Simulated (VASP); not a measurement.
# Ta2N (P-1) in VASP: notebook, part 2 of 2

VASP 6.6.1. The steps go on from the part before.

## Step 3: Single point, PBEsol (engineering shear strain xy -0.1400, normal strain along z +0.0350)

INCAR reads:

```
ALGO     = Fast           # electronic algorithm
EDIFF    = 1E-7           # SCF threshold, eV
ENCUT    = 520            # plane-wave cutoff, eV
GGA      = PS             # functional
ISIF     = 2              # what is computed and relaxed
ISMEAR   = 0              # smearing method
LASPH    = T              # aspherical terms in the spheres
LCHARG   = F              # write CHGCAR
LREAL    = F              # projectors in reciprocal space
LWAVE    = F              # write WAVECAR
NBANDS   = 20             # bands
NELM     = 80             # most SCF steps
PREC     = Accurate       # precision mode
SIGMA    = 0.15           # smearing width, eV
```

KPOINTS reads:

```
k-points
0
Gamma
  15 15 8
```

POSCAR reads:

```
Ta2N
1.0
    3.0782595490     -0.2154781684      0.0000000000
   -1.7257393423      2.7735900531      0.0000000000
    0.0000000000      0.0000000000      4.9927705898
Ta N
2 1
Direct
    0.6666666667      0.3333333333      0.7463700642
    0.3333333333      0.6666666667      0.2536299358
    0.0000000000      0.0000000000      0.0000000000
```

Potentials or basis: VASP PAW PBE potentials, release 64 (Ta_pv, N).

The run is started by

```
> cat potpaw_PBE.64/Ta_pv/POTCAR potpaw_PBE.64/N/POTCAR > POTCAR
> mpirun -np 1 vasp_std > vasp.out
```

OUTCAR:

```text
EDIFF = 1E-7
   ENCUT = 520
   GGA = PS
   ISIF = 2
   ISMEAR = 0
   LASPH = T
   LREAL = F
   NELM = 80
   PREC = Accurate

 ion  position               nearest neighbor table
   1  0.667  0.333  0.746-   3 2.10   3 2.19   3 2.27   2 2.97   2 3.03   2 3.04   2 3.10   2 3.10
                             2 3.16
   2  0.333  0.667  0.254-   3 2.10   3 2.19   3 2.27   1 2.97   1 3.03   1 3.04   1 3.10   1 3.10
                             1 3.16
   3  0.000  0.000  0.000-   1 2.10   2 2.10   1 2.19   2 2.19   1 2.27   2 2.27

  LATTYP: Found a simple monoclinic cell.
[... 750 lines left out ...]

  FORCE on cell =-STRESS in cart. coord.  units (eV):
  Direction    XX          YY          ZZ          XY          YZ          ZX
  --------------------------------------------------------------------------------------
  -------------------------------------------------------------------------------------
  Total       -0.4466938     -0.5171530     -2.4507851      5.0269311     -0.1761052     -1.9091722
  in kB      -17.5537985    -20.3226429    -96.3088899    197.5441050     -6.9204343    -75.0250398
  external PRESSURE =     -44.7284438 kB  Pullay stress =       0.0000000 kB

 VOLUME and BASIS-vectors are now :
 -----------------------------------------------------------------------------
  energy-cutoff  :      520.00
  volume of cell :       40.77
      direct lattice vectors                 reciprocal lattice vectors
     3.078259549 -0.215478168  0.000000000     0.339652208  0.211333026  0.000000000
    -1.725739342  2.773590053  0.000000000     0.026387330  0.376961856  0.000000000
     0.000000000  0.000000000  4.992770590     0.000000000  0.000000000  0.200289595

 POSITION                                       TOTAL-FORCE (eV/Angst)
 -----------------------------------------------------------------------------------
      1.47693      0.78088      3.72645         0.228117     -0.030921     -0.477374
     -0.12441      1.77723      1.26632        -0.228117      0.030921      0.477374
      0.00000      0.00000      0.00000         0.000000      0.000000      0.000000
 -----------------------------------------------------------------------------------
    total drift:                                0.000000     -0.000000      0.000000

  FREE ENERGIE OF THE ION-ELECTRON SYSTEM (eV)
  ---------------------------------------------------
  free  energy   TOTEN  =       -36.0929236484 eV

  energy  without entropy=      -36.0777640499  energy(sigma->0) =      -36.08534385
```

It took 12 min on 1 thread of Oxide Virtual Turin-like, shared host; peak memory 0.67 GiB.

Results:

| Item | Value |
| --- | --- |
| Free energy | -36.0929 eV |
| Pressure | -4.5 GPa |
| Largest force | 0.530 eV/Å |
| Band gap on the k mesh | zero (an odd number of electrons rules out a gap without spin polarisation) |

Forces in eV/Å, atoms in the order of the input:
```
Ta   0.228 -0.031 -0.477
Ta  -0.228  0.031  0.477
N    0.000  0.000  0.000
```

Stress tensor (GPa, compression positive):
```
-1.76 19.75 -7.50
19.75 -2.03 -0.69
-7.50 -0.69 -9.63
```

Levels at points of the mesh, in eV from the Fermi level:
| k point | band 10 | band 11 | band 12 | band 13 | band 14 | band 15 | band 16 | band 17 |
| --- | --- | --- | --- | --- | --- | --- | --- | --- |
| (0.00, 0.00, 0.00) | -5.23 | -4.97 | -1.36 | -0.95 | 0.07 | 0.18 | 0.77 | 1.01 |
| (0.00, 0.00, 0.50) | -5.41 | -3.05 | -2.71 | -2.03 | 0.25 | 1.08 | 1.09 | 2.28 |

Caveat: the cell differs from its parent crystal (engineering shear strain xy -0.1400, normal strain along z +0.0350); the stress differs along the axes, from -10 to -2 GPa; the PAW data sets were made with another functional, which shifts forces and pressure a little; spin-orbit coupling is left out, which moves the levels of the heavy elements.

## Step 4: Single point, PBEsol (engineering shear strain xy -0.1050, normal strain along z +0.0350)

INCAR reads:

```
PREC = Accurate
ENCUT = 520
EDIFF = 1E-6
ISMEAR = 0
SIGMA = 0.15
LREAL = F
LASPH = T
NELM = 80
ALGO = Fast
ISIF = 2
LWAVE = F
LCHARG = T
GGA = PS
LELF = T
LVHAR = T
NBANDS = 20
```

KPOINTS reads:

```
regular mesh
0
Gamma
  15 15 8
```

POSCAR reads:

```
Ta2N
1.0
    3.0782595490     -0.1616086263      0.0000000000
   -1.6790869503      2.7466552820      0.0000000000
    0.0000000000      0.0000000000      4.9927705898
Ta N
2 1
Direct
    0.6666666667      0.3333333333      0.7463700642
    0.3333333333      0.6666666667      0.2536299358
    0.0000000000      0.0000000000      0.0000000000
```

The run is started by

```
> cat potpaw_PBE.64/Ta_pv/POTCAR potpaw_PBE.64/N/POTCAR > POTCAR
> mpirun -np 1 vasp_std > vasp.out
```

Wall time 10 min (1 thread of Oxide Virtual Turin-like, shared host); peak memory 0.66 GiB.

Results (log left out):

```yaml
Free_energy: -36.2451 eV
Pressure: -6.5 GPa
Largest_force: 0.371 eV/Å
Band_gap_on_the_k_mesh: zero (an odd number of electrons rules out a gap without spin polarisation)
```

Forces on the atoms (eV/Å):
```
Ta   0.167 -0.018 -0.331
Ta  -0.167  0.018  0.331
N    0.000  0.000  0.000
```

Stress tensor (GPa, compression positive):
```
 -4.03  14.66  -5.52
 14.66  -4.23  -0.48
 -5.52  -0.48 -11.10
```

Levels at points of the mesh, in eV from the Fermi level:
| k point | band 9 | band 10 | band 11 | band 12 | band 13 | band 14 | band 15 | band 16 | band 17 | band 18 |
| --- | --- | --- | --- | --- | --- | --- | --- | --- | --- | --- |
| (0.00, 0.00, 0.00) | -6.24 | -5.42 | -4.98 | -1.13 | -0.94 | 0.18 | 0.24 | 0.73 | 0.77 | 0.88 |
| (0.00, 0.00, 0.50) | -6.38 | -5.59 | -3.06 | -2.75 | -1.80 | -0.04 | 1.26 | 1.28 | 2.23 | 2.32 |

Caveat: the cell differs from its parent crystal (engineering shear strain xy -0.1050, normal strain along z +0.0350); the stress differs along the axes, from -11 to -4 GPa; the PAW data sets were made with another functional, which shifts forces and pressure a little; spin-orbit coupling is left out, which moves the levels of the heavy elements.

## Step 5: Single point, PBEsol (engineering shear strain xy -0.1400, normal strain along z +0.0000)

INCAR reads:

```
PREC = Accurate
ENCUT = 520
EDIFF = 1E-7
ISMEAR = 0
SIGMA = 0.15
LREAL = False
LASPH = True
NELM = 100
ALGO = Fast
ISIF = 2
LWAVE = False
LCHARG = True
GGA = PS
LELF = True
LVHAR = True
NBANDS = 20
```

KPOINTS is that of step 4.

POSCAR reads:

```
Ta2N
1.0
    3.0782595490     -0.2154781684      0.0000000000
   -1.7257393423      2.7735900531      0.0000000000
    0.0000000000      0.0000000000      4.8239329370
Ta N
2 1
Direct
    0.6666666667      0.3333333333      0.7463700642
    0.3333333333      0.6666666667      0.2536299358
    0.0000000000      0.0000000000      0.0000000000
```

The run is started by

```
> cat potpaw_PBE.64/Ta_pv/POTCAR potpaw_PBE.64/N/POTCAR > POTCAR
> mpirun -np 1 vasp_std > vasp.out
```

Wall time 7.6 min (1 thread of Oxide Virtual Turin-like, shared host); peak memory 0.65 GiB.

It converged, with:

| Quantity | Value |
| --- | --- |
| Free energy | -36.1136 eV |
| Pressure | 5.7 GPa |
| Largest force | 0.557 eV/Å |
| Band gap on the k mesh | zero (an odd number of electrons rules out a gap without spin polarisation) |

Forces in eV/Å, atoms in the order of the input:
```
Ta   0.240 -0.005 -0.502
Ta  -0.240  0.005  0.502
N    0.000  0.000  0.000
```

Stress tensor (GPa, compression positive):
```
 6.20 21.67 -8.56
21.67  5.77 -1.16
-8.56 -1.16  5.22
```

Levels at points of the mesh, in eV from the Fermi level:
| k point | band 10 | band 11 | band 12 | band 13 | band 14 | band 15 | band 16 | band 17 |
| --- | --- | --- | --- | --- | --- | --- | --- | --- |
| (0.00, 0.00, 0.00) | -5.59 | -4.89 | -1.36 | -0.71 | -0.03 | 0.12 | 0.79 | 0.82 |
| (0.00, 0.00, 0.50) | -5.80 | -2.90 | -2.60 | -2.23 | 0.05 | 1.14 | 1.34 | 2.53 |

Caveat: the cell differs from its parent crystal (engineering shear strain xy -0.1400, normal strain along z +0.0000); the cell stands under pressure; the PAW data sets were made with another functional, which shifts forces and pressure a little; spin-orbit coupling is left out, which moves the levels of the heavy elements.

## Step 6: Single point, PBEsol (engineering shear strain xy -0.1050, normal strain along z +0.0000)

INCAR reads:

```
SYSTEM = Ta2N
ALGO = Fast
EDIFF = 1E-7
ENCUT = 520
GGA = PS
ISIF = 2
ISMEAR = 0
LASPH = .True.
LCHARG = .False.
LREAL = .False.
LWAVE = .False.
NBANDS = 20
NELM = 100
PREC = Accurate
SIGMA = 0.15
```

KPOINTS reads:

```
k-points
0
Gamma
  15 15 8
  0 0 0
```

POSCAR reads:

```
Ta2N
1.0
    3.0782595490     -0.1616086263      0.0000000000
   -1.6790869503      2.7466552820      0.0000000000
    0.0000000000      0.0000000000      4.8239329370
Ta N
2 1
Direct
    0.6666666667      0.3333333333      0.7463700642
    0.3333333333      0.6666666667      0.2536299358
    0.0000000000      0.0000000000      0.0000000000
```

Potentials or basis: VASP PAW PBE potentials, release 64 (Ta_pv, N).

The run is started by

```
> cat potpaw_PBE.64/Ta_pv/POTCAR potpaw_PBE.64/N/POTCAR > POTCAR
> mpirun -np 1 vasp_std > vasp.out
```

Wall time 12 min (1 thread of Oxide Virtual Turin-like, shared host); peak memory 0.64 GiB.

Results (log left out):

```yaml
Free_energy: -36.2809 eV
Pressure: 3.5 GPa
Largest_force: 0.373 eV/Å
Band_gap_on_the_k_mesh: zero (an odd number of electrons rules out a gap without spin polarisation)
```

Forces on the atoms (eV/Å):
```
Ta   0.169  0.002 -0.332
Ta  -0.169 -0.002  0.332
N    0.000  0.000  0.000
```

Stress tensor (GPa, compression positive):
```
 3.77 16.46 -6.30
16.46  3.58 -0.76
-6.30 -0.76  3.20
```

Levels at points of the mesh, in eV from the Fermi level:
| k point | band 10 | band 11 | band 12 | band 13 | band 14 | band 15 | band 16 | band 17 |
| --- | --- | --- | --- | --- | --- | --- | --- | --- |
| (0.00, 0.00, 0.00) | -5.77 | -4.89 | -1.11 | -0.71 | 0.03 | 0.24 | 0.64 | 0.74 |
| (0.00, 0.00, 0.50) | -5.97 | -2.90 | -2.62 | -1.99 | -0.24 | 1.35 | 1.54 | 2.44 |

Caveat: the cell differs from its parent crystal (engineering shear strain xy -0.1050, normal strain along z +0.0000); the cell stands under pressure; the PAW data sets were made with another functional, which shifts forces and pressure a little; spin-orbit coupling is left out, which moves the levels of the heavy elements.

## Step 7: Summary

```tsv
cell	further INCAR settings	gap on the mesh (eV)	pressure (GPa)	largest force (eV/Å)
a = 3.080, b = 3.172, c = 5.077 Å, angles 90.0, 90.0, 123.0°, 3 atoms	ALGO = Fast; EDIFF = 1e-06; NBANDS = 20	none	-12.1	0.22
a = 3.086, b = 3.267, c = 4.993 Å, angles 90.0, 90.0, 125.9°, 3 atoms	ALGO = Fast; EDIFF = 1e-07; NBANDS = 20	none	-4.5	0.53
a = 3.082, b = 3.219, c = 4.993 Å, angles 90.0, 90.0, 124.4°, 3 atoms	ALGO = Fast; EDIFF = 1e-06; NBANDS = 20	none	-6.5	0.37
a = 3.086, b = 3.267, c = 4.824 Å, angles 90.0, 90.0, 125.9°, 3 atoms	ALGO = Fast; EDIFF = 1e-07; NBANDS = 20	none	5.7	0.56
a = 3.082, b = 3.219, c = 4.824 Å, angles 90.0, 90.0, 124.4°, 3 atoms	ALGO = Fast; EDIFF = 1e-07; NBANDS = 20	none	3.5	0.37
```

Alike in all rows: task single point; level PBEsol; potentials or basis VASP PAW PBE potentials, release 64 (Ta_pv, N); no spin polarisation; k mesh 15 × 15 × 8; cutoff (eV) 520; smearing gaussian 0.15 eV.

Caveats: the PAW data sets were made with another functional, which shifts forces and pressure a little; spin-orbit coupling is left out, which moves the levels of the heavy elements; the cell stands under pressure (at least some runs); the stress differs along the axes, from -18 to -9 GPa (at least some runs); the stress differs along the axes, from -10 to -2 GPa (at least some runs); the stress differs along the axes, from -11 to -4 GPa (at least some runs).

Absolute energies hang on the potentials; compare differences alone.
